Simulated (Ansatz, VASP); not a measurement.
CdTe in VASP and in Ansatz

Contents of INCAR:

```
PREC = Accurate ; ENCUT = 520
EDIFF = 1E-6 ; ISMEAR = 0
SIGMA = 0.05 ; LREAL = F
LASPH = T ; NELM = 100
ALGO = Normal ; ISIF = 2
LWAVE = F ; LCHARG = F
NBANDS = 16
```

File KPOINTS:

```
Automatic mesh
0
Gamma
  8 8 8
```

Contents of POSCAR:

```
CdTe
1.0
    0.0000000000      2.9834955770      3.3658569236
    3.3658569236      0.0000000000      3.3658569236
    3.3658569236      2.9834955770      0.0000000000
Cd Te
1 1
Direct
    0.0000000000      0.0000000000      0.0000000000
    0.7500000000      0.7500000000      0.7500000000
```

Input for Ansatz:

```yaml
crystal:
  lattice:
    - [0.0, 2.983495577, 3.3658569236]
    - [3.3658569236, 0.0, 3.3658569236]
    - [3.3658569236, 2.983495577, 0.0]
  atoms:
    - { symbol: Cd, position: [0.0, 0.0, 0.0] }
    - { symbol: Te, position: [0.75, 0.75, 0.75] }
basis:
  ecutwfc: 420
kpoints:
  mp_grid: { grid: [8, 8, 8] }
hamiltonian:
  xc: lda
  pseudopotentials: { kind: paw }
scf:
  occupations: { method: gaussian, width: 0.05 }
output:
  forces: true
  stress: true
  eigenvalues: true
```

Alike in both runs: task single point; functional LDA; k mesh 8 × 8 × 8; occupations gaussian, width 0.05 eV; no spin polarisation.

|  | VASP | Ansatz |
| --- | --- | --- |
| version | VASP 6.6.1 | Ansatz 0.2.0 |
| potentials or method | VASP PAW LDA potentials, release 64 (Cd, Te), cutoff 520 eV | scalar-relativistic, plane waves, PAW |
| valence electrons in the cell | 18 | 36 |

|  | VASP | Ansatz | Ansatz less VASP |
| --- | --- | --- | --- |
| gap on the k mesh at the Fermi level (eV) | 0.33 | 0.29 | -0.041 |
| least direct gap on the mesh (eV) | 0.33 | 0.29 | -0.041 |
| pressure (GPa) | -1.2 | -1.4 | -0.24 |
| traceless stress, the component that is largest in VASP (GPa) | 1.23 | 1.25 | +0.019 |

LDA's correlation is that of Perdew and Zunger in VASP and of Perdew and Wang (1992) in Ansatz. VASP's potentials hold 18 valence electrons a cell and Ansatz's 36, so a difference there can come from the potentials and not from the codes.

Neither program's run includes spin-orbit coupling.
